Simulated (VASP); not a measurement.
Wanted: the native input for a VASP 6.6.1 run.

* Task: single point
* Functional: r2SCAN
* Potentials or basis: VASP PAW PBE potentials, release 64 (Ni)
* Cutoff: 520 eV
* k mesh: 18 × 18 × 18
* Occupations: gaussian, width 0.05 eV
* Spin: collinear spin, ferromagnetic start
* Starting moments: [0.59] μB
* Dipole correction: no
* Further INCAR settings: ALGO = Normal; EDIFF = 1e-06; NBANDS = 15

Crystal: Ni.

```
CELL_PARAMETERS angstrom
-1.38372 1.38372 1.38372
1.38372 -1.38372 1.38372
1.38372 1.38372 -1.38372
ATOMIC_POSITIONS crystal
Ni 0.00000 0.00000 0.00000
```

This isn't the form of Ni at room conditions, which is fcc.

One way to write it, as run:

POSCAR

```
Ni
1.0
   -1.3837154700      1.3837154700      1.3837154700
    1.3837154700     -1.3837154700      1.3837154700
    1.3837154700      1.3837154700     -1.3837154700
Ni
1
Direct
    0.0000000000      0.0000000000      0.0000000000
```

INCAR.step1

```
SYSTEM = Ni
  PREC = Accurate
  ENCUT = 520
  ISMEAR = 0
  SIGMA = 0.05
  LREAL = .False.
  LASPH = .True.
  NELM = 150
  ISPIN = 2
  MAGMOM = 0.59
  LMAXMIX = 4
  NBANDS = 15
  GGA = PE
  ALGO = Normal
  EDIFF = 1E-4
  LWAVE = .True.
  LCHARG = .False.
```

INCAR.step2

```
SYSTEM = Ni
  PREC = Accurate
  ENCUT = 520
  EDIFF = 1E-6
  ISMEAR = 0
  SIGMA = 0.05
  LREAL = .False.
  LASPH = .True.
  NELM = 150
  ALGO = Normal
  ISIF = 2
  LWAVE = .False.
  LCHARG = .False.
  ISPIN = 2
  MAGMOM = 0.59
  LORBIT = 11
  LMAXMIX = 4
  METAGGA = R2SCAN
  LMIXTAU = .True.
  NBANDS = 15
  ISTART = 1
```

KPOINTS

```
regular mesh
0
Gamma
  18 18 18
  0 0 0
```

Potentials or basis: VASP PAW PBE potentials, release 64 (Ni).

Command:

```sh
$ cat potpaw_PBE.64/Ni/POTCAR > POTCAR
$ cp INCAR.step1 INCAR
$ mpirun -np 1 vasp_std > vasp.out
$ cp INCAR.step2 INCAR
$ mpirun -np 1 vasp_std > vasp.out
```

It gave:

```
Pressure                                              : 0.1 GPa
Net moment                                            : 0.62 μB per cell
Site moments                                          : Ni +0.63 μB
Valence electrons inside the program's atomic spheres : Ni 9.40
```

Caveat: the PAW data sets were made with another functional, which shifts forces and pressure a little.

It took 2.3 min on 1 thread of Intel(R) Xeon(R) Platinum 8375C CPU @ 2.90GHz (Ice Lake) (shared host), peak memory 0.16 GiB.
